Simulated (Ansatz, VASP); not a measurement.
Two plane-wave programs on Ti3SnO8

Contents of INCAR:

```
SYSTEM = Ti3SnO8
  PREC = Accurate
  ENCUT = 520
  EDIFF = 1E-6
  ISMEAR = 0
  SIGMA = 0.1
  LREAL = .FALSE.
  LASPH = .TRUE.
  NELM = 60
  ALGO = Normal
  ISIF = 2
  LWAVE = .FALSE.
  LCHARG = .FALSE.
  GGA = PE
  NBANDS = 61
```

File KPOINTS:

```
Automatic mesh
0
G
  4 4 2
  0 0 0
```

POSCAR

```
Ti3SnO8
1.0
    3.8399308733      0.0000000000      0.0000000000
    0.0000000000      3.8399308733      0.0000000000
    0.0000000000      0.0000000000     10.0383875923
Ti Sn O
3 1 8
Direct
    0.0000000000      0.0000000000      0.0000000000
    1.0000000000      0.5000000000      0.2372331813
    0.5000000000      1.0000000000      0.7627668187
    0.5000000000      0.5000000000      0.5000000000
    1.0000000000      1.0000000000      0.1974135499
    0.5000000000      0.5000000000      0.7167868234
    0.0000000000      0.5000000000      0.4390822249
    0.5000000000      1.0000000000      0.9598713052
    0.0000000000      0.5000000000      0.0401286948
    0.5000000000      1.0000000000      0.5609177751
    1.0000000000      0.0000000000      0.8025864501
    0.5000000000      0.5000000000      0.2832131766
```

Input for Ansatz:

```yaml
crystal:
  lattice:
    - [3.8399308733, 0.0, 0.0]
    - [0.0, 3.8399308733, 0.0]
    - [0.0, 0.0, 10.0383875923]
  atoms:
    - { symbol: Ti, position: [0.0, 0.0, 0.0] }
    - { symbol: Ti, position: [1.0, 0.5, 0.2372331813] }
    - { symbol: Ti, position: [0.5, 1.0, 0.7627668187] }
    - { symbol: Sn, position: [0.5, 0.5, 0.5] }
    - { symbol: O, position: [1.0, 1.0, 0.1974135499] }
    - { symbol: O, position: [0.5, 0.5, 0.7167868234] }
    - { symbol: O, position: [0.0, 0.5, 0.4390822249] }
    - { symbol: O, position: [0.5, 1.0, 0.9598713052] }
    - { symbol: O, position: [0.0, 0.5, 0.0401286948] }
    - { symbol: O, position: [0.5, 1.0, 0.5609177751] }
    - { symbol: O, position: [1.0, 0.0, 0.8025864501] }
    - { symbol: O, position: [0.5, 0.5, 0.2832131766] }
basis:
  ecutwfc: 420
kpoints:
  mp_grid: { grid: [4, 4, 2] }
hamiltonian:
  xc: pbe
scf:
  occupations: { method: gaussian, width: 0.1 }
  lower_state_search: "off"
output:
  forces: true
  stress: true
  eigenvalues: true
```

Alike in both runs: task single point; functional PBE; k mesh 4 × 4 × 2; occupations gaussian, width 0.1 eV; no spin polarisation.

|  | VASP | Ansatz |
| --- | --- | --- |
| version | VASP 6.6.1 | Ansatz 0.2.0 |
| potentials or method | VASP PAW PBE potentials, release 64 (Ti_sv, Sn_d, O), cutoff 520 eV | scalar-relativistic, plane waves, PAW |
| valence electrons in the cell | 98 | 98 |

```tsv
	VASP	Ansatz	Ansatz less VASP
gap on the k mesh at the Fermi level (eV)	2.11	2.13	+0.022
least direct gap on the mesh (eV)	2.27	2.29	+0.021
pressure (GPa)	0.6	0.0	-0.61
traceless stress, the component that is largest in VASP (GPa)	0.09	0.04	-0.056
rms of the force components (eV/Å)	0.011	0.004	-0.0073
```

Atom by atom the forces differ by 0.010 eV/Å (rms over components). With one functional, cell and mesh, what is left measures potentials, basis and numerics.
